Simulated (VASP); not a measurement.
Al: single point with PBE+D3(BJ)

Crystal: Al.

```
Al
1.0
     0.00000    1.96326    2.02398
     1.96326    0.00000    2.02398
     1.96326    1.96326    0.00000
Al
1
Cartesian
  0.0000 0.0000 0.0000
```

This cell differs from its parent crystal: strain -0.030 along x and y, +0.000 along z.

```yaml
Program: VASP 6.6.1
Task: single point
Functional: PBE
Dispersion: D3(BJ)
Potentials_or_basis: VASP PAW PBE potentials, release 64 (Al)
Cutoff: 520 eV
k_mesh: 20 × 20 × 20
Occupations: gaussian, width 0.15 eV
Spin: no spin polarisation
Dipole_correction: no
Further_INCAR_settings: ALGO = Fast; EDIFF = 1e-07; NBANDS = 8
```

```yaml
Pressure: 1.1 GPa
Dispersion_energy_per_atom: -0.356 eV
```

Stress tensor (GPa, compression positive):
```
 1.73  0.00  0.00
 0.00  1.73  0.00
 0.00  0.00 -0.26
```

Levels at points of the mesh, in eV from the Fermi level:
```tsv
k point	band 1	band 2	band 3	band 4
(0.00, 0.00, 0.00)	-11.56	12.68	13.03	13.03
(0.50, 0.00, 0.00)	-4.85	-4.48	11.31	11.53
(0.50, 0.50, 0.00)	-3.39	-2.07	5.48	6.23
(0.50, 0.00, 0.50)	-2.93	-1.44	5.13	5.54
```

Wall time 40 s on 1 thread of Intel Xeon 6975P-C (shared host), peak memory 0.2 GiB.

Caveat: the cell differs from its parent crystal (strain -0.030 along x and y, +0.000 along z); pairwise dispersion overbinds metals, which lowers pressure and volume.
